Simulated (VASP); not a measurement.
Here is a VASP 6.6.1 calculation.

File INCAR:

```
SYSTEM = Co2Si
  ALGO = Normal
  EDIFF = 1E-6
  ENCUT = 520
  GGA = PE
  ISIF = 2
  ISMEAR = 0
  ISPIN = 2
  LASPH = .TRUE.
  LCHARG = .FALSE.
  LMAXMIX = 4
  LORBIT = 11
  LREAL = .FALSE.
  LWAVE = .FALSE.
  MAGMOM = 0.89 0.89 0
  NBANDS = 22
  NELM = 150
  PREC = Accurate
  SIGMA = 0.1
```

Contents of KPOINTS:

```
k-points
0
G
  12 12 18
  0 0 0
```

POSCAR

```
Co2Si
1.0
    3.7920111862      0.0000000000      0.0000000000
    0.0000000000      3.7920111862      0.0000000000
    0.0000000000      0.0000000000      2.6124751888
Co Si
2 1
Direct
    0.5000000000      0.0000000000      0.5000000000
    0.0000000000      0.5000000000      0.5000000000
    0.5000000000      0.5000000000      0.0000000000
```

Potentials or basis: VASP PAW PBE potentials, release 64 (Co, Si).

Launch:

```bash
$ cat potpaw_PBE.64/Co/POTCAR potpaw_PBE.64/Si/POTCAR > POTCAR
$ mpirun -np 1 vasp_std > vasp.out
```

What does it give for the net moment?

1.36 μB per cell.

Estimate the site moments.

Co +0.71; Si -0.03 μB.

What does it give for the pressure?

0.1 GPa.
